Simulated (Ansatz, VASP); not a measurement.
## Two plane-wave programs on KMgF3

```
K Mg F
1.0
     3.86632    0.00000    0.00000
     0.00000    3.86632    0.00000
     0.00000    0.00000    3.92611
K Mg F
1 1 3
Direct
  0.50000 0.50000 0.50000
  0.00000 0.00000 0.00000
  0.50000 0.00000 0.00000
  0.00000 0.50000 0.00000
  0.00000 0.00000 0.50000
```

Change from the starting cell: strain -0.030 along x and y, -0.015 along z, atoms carried along.

Alike in both runs: task single point; functional PBEsol; k mesh 6 × 6 × 6; occupations gaussian, width 0.05 eV; no spin polarisation.

|  | VASP | Ansatz |
| --- | --- | --- |
| version | VASP 6.6.1 | Ansatz 0.2.0 |
| potentials or method | VASP PAW PBE potentials, release 64 (K_sv, Mg, F), cutoff 520 eV | scalar-relativistic, plane waves, PAW |
| valence electrons in the cell | 32 | 40 |

Ansatz gave:

- gap on the k mesh at the Fermi level (eV): 7.72
- least direct gap on the mesh (eV): 8.05
- pressure (GPa): 7.0
- traceless stress, the component that is largest in VASP (GPa): -1.40

Task: What did VASP give for the same quantities?

Result: gap on the k mesh at the Fermi level (eV): 7.70; least direct gap on the mesh (eV): 8.03; pressure (GPa): 6.7; traceless stress, the component that is largest in VASP (GPa): -1.41.

VASP's potentials were made for PBE, not for PBEsol. VASP's potentials hold 32 valence electrons a cell and Ansatz's 40, so a difference there can come from the potentials and not from the codes.
